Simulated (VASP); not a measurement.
A run of VASP 6.6.1:

File INCAR:

```
SYSTEM = Pd
PREC = Accurate
ENCUT = 520
EDIFF = 1E-6
ISMEAR = -1
SIGMA = 0.05
LREAL = .False.
LASPH = .True.
NELM = 100
ALGO = Normal
ISIF = 2
LWAVE = .False.
LCHARG = .True.
GGA = PE
IVDW = 12
LELF = .True.
LVHAR = .True.
NBANDS = 11
```

KPOINTS

```
Automatic mesh
0
Gamma
  12 12 12
  0 0 0
```

The input POSCAR:

```
Pd
1.0
    0.0000000000      1.9443985577      1.9443985577
    1.9443985577      0.0000000000      1.9443985577
    1.9443985577      1.9443985577      0.0000000000
Pd
1
Direct
    0.0000000000      0.0000000000      0.0000000000
```

Potentials or basis: VASP PAW PBE potentials, release 64 (Pd).

The run is started by

```sh
$ cat potpaw_PBE.64/Pd/POTCAR > POTCAR
$ mpirun -np 1 vasp_std > vasp.out
```

Hardware: 1 thread of Intel(R) Xeon(R) Platinum 8488C (Sapphire Rapids), with other jobs on the host.

**Question.** Estimate the wall time of this run.

**Answer.** Wall time 11 s on 1 thread of Intel(R) Xeon(R) Platinum 8488C (Sapphire Rapids), with other jobs on the host, peak memory 0.14 GiB. Counts: scf iterations 11, k points 72.
